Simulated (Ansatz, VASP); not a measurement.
Mg: VASP beside Ansatz

INCAR

```
SYSTEM = Mg
ALGO = Fast
EDIFF = 1E-6
EDIFFG = -0.01
ENCUT = 600
GGA = PE
IBRION = 2
ISIF = 3
ISMEAR = 0
LASPH = .True.
LCHARG = .False.
LREAL = .False.
LWAVE = .False.
NELM = 100
NSW = 100
PREC = Accurate
SIGMA = 0.1
```

File KPOINTS:

```
k-points
0
Gamma
  18 18 6
  0 0 0
```

The input POSCAR:

```
Mg
1.0
    3.1768261656      0.0000000000      0.0000000000
   -1.5884130828      2.7512121628      0.0000000000
    0.0000000000      0.0000000000     10.3188620100
Mg
4
Direct
    0.0000000000      0.0000000000      0.0000000000
    0.3333333300      0.6666666700      0.2500000000
    0.0000000000      0.0000000000      0.5000000000
    0.6666666700      0.3333333300      0.7500000000
```

Input for Ansatz:

```yaml
crystal:
  lattice:
    - [3.1768261656, 0.0, 0.0]
    - [-1.5884130828, 2.7512121628, 0.0]
    - [0.0, 0.0, 10.31886201]
  atoms:
    - { symbol: Mg, position: [0.0, 0.0, 0.0] }
    - { symbol: Mg, position: [0.33333333, 0.66666667, 0.25] }
    - { symbol: Mg, position: [0.0, 0.0, 0.5] }
    - { symbol: Mg, position: [0.66666667, 0.33333333, 0.75] }
basis:
  ecutwfc: 420
kpoints:
  mp_grid: { grid: [18, 18, 6] }
hamiltonian:
  xc: pbe
scf:
  occupations: { method: gaussian, width: 0.1 }
output:
  forces: true
  stress: true
  eigenvalues: true
relax:
  adjacent_minimum: "off"
  f_tol: 0.01
  max_steps: 80
  cell: { stress_tol: 0.05 }
```

Alike in both runs: task relaxation of cell and atoms; functional PBE; k mesh 18 × 18 × 6; occupations gaussian, width 0.1 eV; no spin polarisation.

|  | VASP | Ansatz |
| --- | --- | --- |
| version | VASP 6.6.1 | Ansatz 0.2.0 |
| potentials or method | VASP PAW PBE potentials, release 64 (Mg), cutoff 600 eV | scalar-relativistic, plane waves, PAW |
| valence electrons in the cell | 8 | 40 |

Ansatz gave:

| Item | Value |
| --- | --- |
| gap on the k mesh at the Fermi level, each at its own relaxed structure (eV) | none |
| relaxed volume (Å³/atom) | 23.02 |
| relaxed cell length with the largest relative difference (Å) | 10.404 |

Problem. Which values does VASP return?

Solution. gap on the k mesh at the Fermi level, each at its own relaxed structure (eV): none; relaxed volume (Å³/atom): 22.95; relaxed cell length with the largest relative difference (Å): 10.386.

A gap of «none» marks a metal or a gap that the smearing closes. VASP's potentials hold 8 valence electrons a cell and Ansatz's 40, so a difference there can come from the potentials and not from the codes.
